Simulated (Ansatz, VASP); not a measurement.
# ZnO in VASP and in Ansatz

The input INCAR:

```
SYSTEM = ZnO
PREC     = Accurate       ! precision mode
ENCUT    = 520            ! plane-wave cutoff, eV
EDIFF    = 1E-6           ! SCF threshold, eV
ISMEAR   = 0              ! smearing method
SIGMA    = 0.01           ! smearing width, eV
LREAL    = .FALSE.        ! projectors in reciprocal space
LASPH    = .TRUE.         ! aspherical terms in the spheres
NELM     = 80             ! most SCF steps
ALGO     = Normal         ! electronic algorithm
ISIF     = 2              ! what is computed and relaxed
LWAVE    = .FALSE.        ! write WAVECAR
LCHARG   = .FALSE.        ! write CHGCAR
GGA      = PE             ! functional
NBANDS   = 26             ! bands
```

The input KPOINTS:

```
Automatic mesh
0
G
  9 9 4
  0 0 0
```

Contents of POSCAR:

```
ZnO
1.0
    2.9634337684      0.0000000000      0.0000000000
   -1.4817168842      2.5664089259      0.0000000000
    0.0000000000      0.0000000000      5.0861067321
Zn O
2 2
Direct
    0.0000000000      0.0000000000      0.0000000000
    0.0000000000      0.0000000000      0.5000000000
    0.3333333333      0.6666666667      0.2500000000
    0.6666666667      0.3333333333      0.7500000000
```

Input for Ansatz:

```yaml
crystal:
  lattice:
    - [2.9634337684, 0.0, 0.0]
    - [-1.4817168842, 2.5664089259, 0.0]
    - [0.0, 0.0, 5.0861067321]
  atoms:
    - { symbol: Zn, position: [0.0, 0.0, 0.0] }
    - { symbol: Zn, position: [0.0, 0.0, 0.5] }
    - { symbol: O, position: [0.3333333333, 0.6666666667, 0.25] }
    - { symbol: O, position: [0.6666666667, 0.3333333333, 0.75] }
kpoints:
  mp_grid: { grid: [9, 9, 4] }
hamiltonian:
  xc: pbe
scf:
  occupations: { method: fixed }
  n_extra_bands: 5
output:
  forces: true
  stress: true
  eigenvalues: true
```

Alike in both runs: task single point; functional PBE; k mesh 9 × 9 × 4; no spin polarisation.

|  | VASP | Ansatz |
| --- | --- | --- |
| version | VASP 6.6.1 | Ansatz 0.2.0 |
| potentials or method | VASP PAW PBE potentials, release 64 (Zn, O) | plane waves, PAW |
| plane-wave cutoff (eV) | 520 | 420 |
| occupations | gaussian, width 0.01 eV | fixed |
| valence electrons in the cell | 36 | 36 |

```tsv
	VASP	Ansatz	Ansatz less VASP
gap on the k mesh at the Fermi level (eV)	0.82	0.85	+0.030
pressure (GPa)	12.5	11.5	-1.03
traceless stress, the component that is largest in VASP (GPa)	1.23	1.15	-0.087
```
